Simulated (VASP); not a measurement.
# BaTiO3 (Amm2) in VASP: further runs, part 2 of 2

VASP 6.6.1. Earlier steps stand in the parts before.

## 4. Electric field gradients, PBEsol (13.64 Å³/atom)

This run uses another cell than the first one, of 13.64 Å³/atom.

The input, INCAR:

```
PREC     = Accurate       # precision mode
ENCUT    = 520            # plane-wave cutoff, eV
EDIFF    = 1E-8           # SCF threshold, eV
ISMEAR   = -1             # smearing method
SIGMA    = 0.05           # smearing width, eV
LREAL    = False          # projectors in reciprocal space
LASPH    = True           # aspherical terms in the spheres
NELM     = 100            # most SCF steps
ALGO     = Normal         # electronic algorithm
ISIF     = 2              # what is computed and relaxed
LWAVE    = False          # write WAVECAR
LCHARG   = False          # write CHGCAR
GGA      = PS             # functional
LEFG     = True         
NBANDS   = 28             # bands
```

The input, KPOINTS:

```
Automatic mesh
0
Gamma
  8 8 8
```

The input, POSCAR:

```
BaTiO3
1.0
    4.0622394458      0.0000000000      0.0000000000
    0.0000000000      2.8926925578      2.9016141701
    0.0000000000     -2.8926925578      2.9016141701
Ba Ti O
1 1 3
Direct
    0.0000000000      0.0000000000      0.0000000000
    0.5000000000      0.5079000000      0.5079000000
    0.0000000000      0.4921000000      0.4921000000
    0.5000000000      0.5025100000      0.9937100000
    0.5000000000      0.9937100000      0.5025100000
```

Potentials or basis: VASP PAW PBE potentials, release 64 (Ba_sv, Ti_sv, O).

Run with:

```console
cat potpaw_PBE.64/Ba_sv/POTCAR potpaw_PBE.64/Ti_sv/POTCAR potpaw_PBE.64/O/POTCAR > POTCAR
mpirun -np 1 vasp_std > vasp.out
```

OUTCAR:

```text
PREC = Accurate
   ENCUT = 520
   EDIFF = 1E-8
   ISMEAR = -1
   LREAL = False
   LASPH = True
   NELM = 100
   ISIF = 2
   GGA = PS

 ion  position               nearest neighbor table
   1  0.000  0.000  0.000-   3 2.86   4 2.88   5 2.88   4 2.88   5 2.88   4 2.89   5 2.89   5 2.89
                             4 2.89   3 2.89   3 2.89   3 2.95   2 3.50   2 3.50   2 3.53   2 3.53
   2  0.500  0.508  0.508-   4 1.99   5 1.99   3 2.03   3 2.03   5 2.11   4 2.11   1 3.50   1 3.50
                             1 3.53   1 3.53   1 3.53   1 3.53   1 3.58   1 3.58
   3  0.000  0.492  0.492-   2 2.03   2 2.03   1 2.86   1 2.89   1 2.89   1 2.95
   4  0.500  0.503  0.994-   2 1.99   2 2.11   1 2.88   1 2.88   1 2.89   1 2.89
   5  0.500  0.994  0.503-   2 1.99   2 2.11   1 2.88   1 2.88   1 2.89   1 2.89

[... 984 lines left out ...]
   3      27.200   -13.175   -14.025     0.000     0.000    -0.000
   4     -14.580     6.806     7.774     0.000     0.000   -20.454
   5     -14.580     6.806     7.774    -0.000     0.000    20.454
---------------------------------------------------------------------

 Electric field gradients after diagonalization (V/A^2)
 (convention: |V_zz| > |V_xx| > |V_yy|)
----------------------------------------------------------------------
 ion       V_xx      V_yy      V_zz     asymmetry (V_yy - V_xx)/ V_zz
----------------------------------------------------------------------
   1       0.720     0.466    -1.185       0.215
   2       2.759     2.580    -5.339       0.034
   3     -14.025   -13.175    27.200       0.031
   4     -14.580   -13.170    27.749       0.051
   5     -14.580   -13.170    27.749       0.051
----------------------------------------------------------------------

           NMR quadrupolar parameters

 Cq : quadrupolar parameter    Cq=e*Q*V_zz/h
 eta: asymmetry parameters     (V_yy - V_xx)/ V_zz
 Q  : nuclear electric quadrupole moment in mb (millibarn)
----------------------------------------------------------------------
 ion       Cq(MHz)       eta       Q (mb)
----------------------------------------------------------------------
   1      -0.003       0.215       1.000
   2      -0.013       0.034       1.000
   3       0.066       0.031       1.000
   4       0.067       0.051       1.000
   5       0.067       0.051       1.000
----------------------------------------------------------------------
```

stdout:

```text
POSCAR found type information on POSCAR BaTiO
 POSCAR found :  3 types and       5 ions
 scaLAPACK will be used
 -----------------------------------------------------------------------------
|                                                                             |
|                                                                             |
|     You enforced a specific xc type in the INCAR file but a different       |
|     I HOPE YOU KNOW WHAT YOU ARE DOING!                                     |
|                                                                             |
 -----------------------------------------------------------------------------

 LDA part: xc-table for (Slater+PW92), standard interpolation
 POSCAR, INCAR and KPOINTS ok, starting setup
 FFT: planning ... GRIDC
 FFT: planning ... GRID_SOFT
 FFT: planning ... GRID
 WAVECAR not read
 entering main loop
ion   1

ion   2

ion   3

ion   4

ion   5
```

Wall time 4.1 min (1 thread of Intel Xeon 8259CL, shared host); peak memory 0.32 GiB.

What came out:

* Free energy: -41.8125 eV
* Pressure: -11.0 GPa
* Largest force: 0.392 eV/Å
* Band gap on the k mesh: 1.63 eV (least direct gap 1.86 eV)
* Largest electric field gradient by atom: Ba -1.2; Ti -5.3; O +27.2, +27.7 (each value once) V/Å²

Forces in eV/Å, atoms in the order of the input:
```
Ba   0.000  0.000  0.083
Ti   0.000  0.000  0.392
O    0.000  0.000  0.118
O    0.000  0.154 -0.296
O    0.000 -0.154 -0.296
```

Stress tensor (GPa, compression positive):
```
-10.49   0.00   0.00
  0.00 -10.93   0.00
  0.00   0.00 -11.55
```

Electric field gradients, principal values (V/Å²):
| atom | least | middle | greatest (by size) |
| --- | --- | --- | --- |
| 1 Ba | 0.466 | 0.720 | -1.185 |
| 2 Ti | 2.580 | 2.759 | -5.339 |
| 3 O | -13.175 | -14.025 | 27.200 |
| 4 O | -13.170 | -14.580 | 27.749 |
| 5 O | -13.170 | -14.580 | 27.749 |

Caveat: the cell stands under tension; without QUAD_EFG the Cq values of the log hold for a quadrupole moment of 1 mb, not for the nuclei; the PAW data sets were made with another functional, which shifts forces and pressure a little; spin-orbit coupling is left out, which moves the levels of the heavy elements.

## 5. The runs side by side

```tsv
cell	gap on the mesh (eV)	pressure (GPa)	largest force (eV/Å)
a = 3.971, b = 4.005, c = 4.005 Å, angles 89.8, 90.0, 90.0°, 5 atoms	1.76	-0.8	0.18
a = 4.010, b = 4.045, c = 4.045 Å, angles 89.8, 90.0, 90.0°, 5 atoms	1.71	-5.7	0.27
a = 4.062, b = 4.097, c = 4.097 Å, angles 89.8, 90.0, 90.0°, 5 atoms	1.63	-11.0	0.39
```

Alike in all rows: task electric field gradients; level PBEsol; potentials or basis VASP PAW PBE potentials, release 64 (Ba_sv, Ti_sv, O); no spin polarisation; k mesh 8 × 8 × 8; cutoff (eV) 520; smearing fermi-dirac 0.05 eV.

Caveats: the PAW data sets were made with another functional, which shifts forces and pressure a little; spin-orbit coupling is left out, which moves the levels of the heavy elements; the cell stands under tension (at least some runs).

Total energies depend on the potentials used, so only differences within one code and one set of settings carry meaning.
